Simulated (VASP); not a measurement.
# Al15GeO24 (a cell with a defect): single point with r2SCAN

System: Al15GeO24 (a cell with a defect).

```
CELL_PARAMETERS angstrom
2.40394 1.38792 4.37421
-4.80788 2.77583 8.74841
0.00000 -5.55167 8.74841
ATOMIC_POSITIONS crystal
Al 0.65012 0.32348 0.31850
Al 0.14741 0.07378 0.07405
Al 0.35571 0.17434 0.17511
Al 0.64905 0.32241 0.82673
Al 0.85512 0.42575 0.92550
Al 0.15176 0.06962 0.57565
Al 0.34887 0.17524 0.68025
Al 0.64289 0.82754 0.32473
Al 0.85349 0.92687 0.42520
Al 0.15425 0.57722 0.06637
Al 0.35712 0.67938 0.17177
Al 0.64825 0.82485 0.82287
Al 0.85020 0.92760 0.92638
Al 0.13551 0.57724 0.57605
Al 0.34826 0.67928 0.67563
Ge 0.84983 0.42733 0.42512
O 0.44275 0.02928 0.37477
O 0.94405 0.12551 0.27732
O 0.05368 0.37792 0.22022
O 0.75010 0.22281 0.02776
O 0.24942 0.27930 0.46901
O 0.55348 0.47380 0.12384
O 0.44403 0.02822 0.87543
O 0.94465 0.12616 0.77625
O 0.05677 0.37547 0.72057
O 0.75140 0.22267 0.52556
O 0.25015 0.27863 0.97251
O 0.55649 0.47007 0.62463
O 0.44100 0.52786 0.37562
O 0.94059 0.62565 0.27834
O 0.05563 0.87442 0.22213
O 0.75249 0.72253 0.02682
O 0.24963 0.77725 0.47228
O 0.55569 0.97207 0.12542
O 0.44658 0.52844 0.87181
O 0.94540 0.62507 0.77699
O 0.05443 0.87569 0.72218
O 0.74610 0.72329 0.52756
O 0.24963 0.77842 0.97206
O 0.55585 0.97498 0.62342
```

```yaml
Program: VASP 6.6.1
Task: single point
Functional: r2SCAN
Potentials_or_basis: VASP PAW PBE potentials, release 64 (Al, Ge_d, O)
Cutoff: 520 eV
k_mesh: 1 × 1 × 1, shifted
Occupations: fermi-dirac, width 0.01 eV
Spin: no spin polarisation
```

```json
{"Largest force": "0.187 eV/Å"}
```

Forces on the atoms (eV/Å):
```
Al   0.003  0.003  0.002
Al   0.008  0.002  0.038
Al   0.022  0.016 -0.060
Al   0.002 -0.021  0.045
Al   0.005  0.007 -0.040
Al   0.022 -0.021  0.039
Al   0.011 -0.029 -0.053
Al  -0.001  0.003  0.042
Al   0.009  0.009 -0.040
Al  -0.006  0.024  0.037
Al  -0.018  0.016 -0.038
Al  -0.009  0.006  0.053
Al  -0.003 -0.004 -0.046
Al  -0.022 -0.008  0.036
Al  -0.010  0.000 -0.030
Ge  -0.006 -0.013 -0.074
O    0.021  0.002 -0.005
O    0.009  0.029  0.008
O   -0.061 -0.113  0.104
O   -0.016  0.025 -0.001
O   -0.157  0.009 -0.062
O   -0.024 -0.020  0.004
O    0.025  0.006 -0.002
O    0.002  0.036  0.008
O   -0.009 -0.014 -0.002
O   -0.071  0.110  0.106
O    0.010 -0.022  0.004
O    0.076  0.151 -0.067
O    0.123  0.012  0.100
O    0.081 -0.146 -0.083
O   -0.021 -0.028  0.003
O   -0.006  0.017 -0.006
O    0.022 -0.028  0.005
O   -0.039  0.001  0.012
O    0.025 -0.008  0.000
O    0.025  0.032 -0.007
O   -0.002 -0.018 -0.007
O   -0.012  0.016 -0.016
O    0.028 -0.038 -0.005
O   -0.035 -0.004 -0.004
```

Levels at points of the mesh, in eV from the Fermi level:
| k point | band 98 | band 99 | band 100 | band 101 | band 102 | band 103 | band 104 | band 105 |
| --- | --- | --- | --- | --- | --- | --- | --- | --- |
| (0.25, 0.25, 0.25) | -0.61 | -0.56 | -0.36 | -0.34 | 5.71 | 7.78 | 9.40 | 9.59 |

Run time: 6.6 min on 1 thread of Intel(R) Xeon(R) Platinum 8488C (Sapphire Rapids), with other jobs on the host, peak memory 0.61 GiB.

Caveat: the k points lie up to 1.22 Å⁻¹ apart, too coarse for converged energies, forces and pressures; the cell carries a net charge on a neutralising background, which shifts energy and pressure; the cell is charged against a uniform background, so pressure and absolute levels hang on convention; the PAW data sets were made with another functional, which shifts forces and pressure a little.
